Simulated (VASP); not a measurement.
**Si2W: electric field gradients with PBEsol**

Crystal: Si2W.

```
Si W
1.0
    -1.60737    1.60737    3.90103
     1.60737   -1.60737    3.90103
     1.60737    1.60737   -3.90103
Si W
2 1
Direct
  0.33499 0.33499 0.00000
  0.66501 0.66501 0.00000
  0.00000 0.00000 0.00000
```

* Program: VASP 6.6.1
* Task: electric field gradients
* Functional: PBEsol
* Potentials or basis: VASP PAW PBE potentials, release 64 (Si, W_sv)
* Cutoff: 520 eV
* k mesh: 18 × 18 × 18
* Occupations: fermi-dirac, width 0.05 eV
* Spin: no spin polarisation
* Dipole correction: no
* Further INCAR settings: ALGO = Normal; EDIFF = 1e-08; NBANDS = 18

| Quantity | Value |
| --- | --- |
| Pressure | -0.8 GPa |
| Largest force | 0.071 eV/Å |
| Band gap on the k mesh | zero (band 11 reaches 12.61 eV, above the bottom of band 12 at 11.37 eV) |

Forces on the atoms (eV/Å):
```
Si   0.000  0.000 -0.071
Si   0.000  0.000  0.071
W    0.000  0.000  0.000
```

Stress tensor (GPa, compression positive):
```
-1.55  0.00  0.00
 0.00 -1.55  0.00
 0.00  0.00  0.64
```

Levels at points of the mesh, in eV from the Fermi level:
```csv
k point,band 8,band 9,band 10,band 11,band 12,band 13,band 14,band 15
"(0.00, 0.00, 0.00)",-3.36,-2.85,-2.85,0.59,2.78,2.92,3.06,3.06
"(0.50, 0.00, 0.00)",-4.84,-2.83,-2.76,-0.44,2.68,2.81,3.99,4.49
"(0.50, 0.50, 0.00)",-5.45,-5.01,-3.23,-1.76,2.90,2.95,3.12,3.98
"(0.50, 0.50, 0.50)",-2.58,-0.83,-0.83,-0.49,-0.49,0.77,4.63,4.95
```

Electric field gradients, principal values (V/Å²):
```csv
atom,least,middle,greatest (by size)
1 Si,5.127,5.127,-10.253
2 Si,5.127,5.127,-10.253
3 W,76.133,76.133,-152.267
```

It took 20 min on 1 thread of Oxide Virtual Turin-like Processor, with other jobs on the host, peak memory 0.43 GiB.

Caveat: without QUAD_EFG the Cq values of the log hold for a quadrupole moment of 1 mb, not for the nuclei; the PAW data sets were made with another functional, which shifts forces and pressure a little; spin-orbit coupling is left out, which moves the levels of the heavy elements.
